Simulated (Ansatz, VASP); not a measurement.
## Two plane-wave programs on CaC

INCAR

```
ALGO = Normal
EDIFF = 1E-6
EDIFFG = -0.01
ENCUT = 600
GGA = PE
IBRION = 2
ISIF = 3
ISMEAR = 0
LASPH = True
LCHARG = False
LREAL = False
LWAVE = False
NELM = 80
NSW = 100
PREC = Accurate
SIGMA = 0.1
```

Contents of KPOINTS:

```
k-points
0
Gamma
  18 18 18
```

The input POSCAR:

```
CaC
1.0
    0.0000000000      2.6209917900      2.6209917900
    2.6209917900      0.0000000000      2.6209917900
    2.6209917900      2.6209917900      0.0000000000
Ca C
1 1
Direct
    0.5000000000      0.5000000000      0.5000000000
    0.0000000000      0.0000000000      0.0000000000
```

Input for Ansatz:

```yaml
crystal:
  lattice:
    - [0.0, 2.62099179, 2.62099179]
    - [2.62099179, 0.0, 2.62099179]
    - [2.62099179, 2.62099179, 0.0]
  atoms:
    - { symbol: Ca, position: [0.5, 0.5, 0.5] }
    - { symbol: C, position: [0.0, 0.0, 0.0] }
basis:
  ecutwfc: 420
kpoints:
  mp_grid: { grid: [18, 18, 18] }
hamiltonian:
  xc: pbe
scf:
  occupations: { method: gaussian, width: 0.1 }
output:
  forces: true
  stress: true
  eigenvalues: true
relax:
  adjacent_minimum: "off"
  f_tol: 0.01
  max_steps: 80
  cell: { stress_tol: 0.05 }
```

Change from the starting cell: species swapped into the YbSe type (Fm-3m, No. 225).

Alike in both runs: task relaxation of cell and atoms; functional PBE; k mesh 18 × 18 × 18; occupations gaussian, width 0.1 eV; no spin polarisation.

|  | VASP | Ansatz |
| --- | --- | --- |
| version | VASP 6.6.1 | Ansatz 0.2.0 |
| potentials or method | VASP PAW PBE potentials, release 64 (Ca_sv, C), cutoff 600 eV | scalar-relativistic, plane waves, PAW |
| valence electrons in the cell | 14 | 14 |

|  | VASP | Ansatz | Ansatz less VASP |
| --- | --- | --- | --- |
| gap on the k mesh at the Fermi level, each at its own relaxed structure (eV) | none | none | - |
| relaxed volume (Å³/atom) | 17.90 | 17.84 | -0.055 |
| relaxed cell length with the largest relative difference (Å) | 3.699 | 3.696 | -0.0038 |

A gap of «none» marks a metal or a gap that the smearing closes.
